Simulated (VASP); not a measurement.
B: relaxation of cell and atoms with PBE

The system is B.

```xyz
3
Lattice="2.4820 0.0000 0.0000 0.0000 2.4820 0.0000 0.0000 0.0000 3.4286" Properties=species:S:1:pos:R:3 pbc="T T T"
B     1.2410    1.2410    0.8633
B     1.2410    1.2410    2.5653
B     0.0000    0.0000    0.0000
```

The cell was built from a structure type or drawn by symmetry, and may not be a known phase.

| Property | Result |
| --- | --- |
| Program | VASP 6.6.1 |
| Task | relaxation of cell and atoms |
| Functional | PBE |
| Potentials or basis | VASP PAW PBE potentials, release 64 (B) |
| Cutoff | 600 eV |
| k mesh | 18 × 18 × 14 |
| Occupations | gaussian, width 0.1 eV |
| Spin | no spin polarisation |
| Dipole correction | no |
| Further INCAR settings | ALGO = Normal; EDIFF = 1e-06; IBRION = 2; EDIFFG = -0.01; NSW = 100; ISIF = 3 |

The relaxed volume is 6.93 Å³/atom and the relaxed cell is a = 2.443 Å, b = 2.443 Å, c = 3.485 Å, α = 90.00°, β = 90.00°, γ = 90.00°. The space group after relaxing (to 0.1 Å) is P4/mmm (No. 123) and the energy gained by relaxing is 6.9 meV/atom. The ionic steps are 7, the pressure after relaxing is 0.0 GPa and the band gap on the k mesh is zero (an odd number of electrons rules out a gap without spin polarisation).

Step by step:
| step | energy change (eV) | largest force (eV/Å) | pressure (GPa) | volume (Å³) |
| --- | --- | --- | --- | --- |
| 1 | 0.0000 | 0.3101 | -0.62 | 21.12 |
| 2 | -0.0167 | 0.1233 | -1.52 | 21.04 |
| 3 | -0.0174 | 0.2216 | -1.66 | 21.02 |
| 4 | -0.0188 | 0.1805 | 0.07 | 20.76 |
| 5 | -0.0205 | 0.0140 | -0.70 | 20.86 |
| 6 | -0.0206 | 0.0081 | 0.39 | 20.77 |
| 7 | -0.0206 | 0.0001 | 0.00 | 20.80 |

Final structure:
```cif
data_structure
_symmetry_space_group_name_H-M 'P 1'
_symmetry_Int_Tables_number 1
_cell_length_a 2.4433
_cell_length_b 2.4433
_cell_length_c 3.4848
_cell_angle_alpha 90.000
_cell_angle_beta 90.000
_cell_angle_gamma 90.000
_cell_volume 20.80
loop_
_atom_site_label
_atom_site_type_symbol
_atom_site_fract_x
_atom_site_fract_y
_atom_site_fract_z
_atom_site_occupancy
B1 B 0.50000 0.50000 0.25621 1
B2 B 0.50000 0.50000 0.74379 1
B3 B 0.00000 0.00000 0.00000 1
```

Levels at points of the mesh, in eV from the Fermi level:
```csv
k point,band 1,band 2,band 3,band 4,band 5,band 6,band 7,band 8
"(0.00, 0.00, 0.00)",-16.52,-6.80,-5.43,0.05,0.05,9.06,9.88,9.88
"(0.50, 0.00, 0.00)",-12.12,-10.89,-4.46,-2.62,2.27,4.65,5.19,6.18
"(0.50, 0.50, 0.00)",-7.97,-7.97,-6.00,-2.60,-2.16,3.10,3.10,3.14
"(0.00, 0.00, 0.50)",-15.41,-11.78,1.07,1.07,2.31,5.90,5.90,6.36
"(0.50, 0.00, 0.50)",-11.40,-9.47,-6.97,-6.49,6.39,6.66,7.77,8.33
"(0.50, 0.50, 0.50)",-6.83,-6.83,-5.52,-3.19,-1.77,-1.77,-1.52,0.78
```

Wall time 2.1 min on 1 thread of Intel(R) Xeon(R) Platinum 8488C (Sapphire Rapids), on a shared host, peak memory 0.18 GiB.
